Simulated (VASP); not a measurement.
Set up this calculation in VASP 6.6.1, as the native input.

| Quantity | Value |
| --- | --- |
| Task | single point |
| Functional | PBEsol |
| Potentials or basis | VASP PAW PBE potentials, release 64 (Ga_d, Sb) |
| Cutoff | 520 eV |
| k mesh | 14 × 14 × 14 |
| Occupations | gaussian, width 0.15 eV |
| Spin | no spin polarisation |
| Dipole correction | no |
| Further INCAR settings | ALGO = Normal; EDIFF = 1e-07; NBANDS = 16 |

The structure of GaSb lies in POSCAR:

```
GaSb
1.0
    0.0000000000      2.9672300000      3.0590000000
    3.0590000000      0.0000000000      3.0590000000
    3.0590000000      2.9672300000      0.0000000000
Ga Sb
1 1
Direct
    0.0000000000      0.0000000000      0.0000000000
    0.7500000000      0.7500000000      0.7500000000
```

This cell differs from its parent crystal: strain -0.0300 x Voigt [0, 1, 0, 0, 0, 0].

These files were run (other wordings do the same):

INCAR

```
ALGO = Normal
EDIFF = 1E-7
ENCUT = 520
GGA = PS
ISIF = 2
ISMEAR = 0
LASPH = True
LCHARG = False
LREAL = False
LWAVE = False
NBANDS = 16
NELM = 100
PREC = Accurate
SIGMA = 0.15
```

KPOINTS

```
k-points
0
Gamma
  14 14 14
```

Potentials or basis: VASP PAW PBE potentials, release 64 (Ga_d, Sb).

Run with:

```console
$ cat potpaw_PBE.64/Ga_d/POTCAR potpaw_PBE.64/Sb/POTCAR > POTCAR
$ mpirun -np 1 vasp_std > vasp.out
```

Results of the run:

```
Pressure               : 1.6 GPa
Band gap on the k mesh : 0.09 eV
```

Caveat: the cell differs from its parent crystal (strain -0.0300 x Voigt [0, 1, 0, 0, 0, 0]); the PAW data sets were made with another functional, which shifts forces and pressure a little; spin-orbit coupling is left out, which moves the levels of the heavy elements.

Run time: 3.8 min on 1 thread of AMD EPYC 7R43 64-Core Processor (Zen 3) (shared host), peak memory 0.31 GiB.
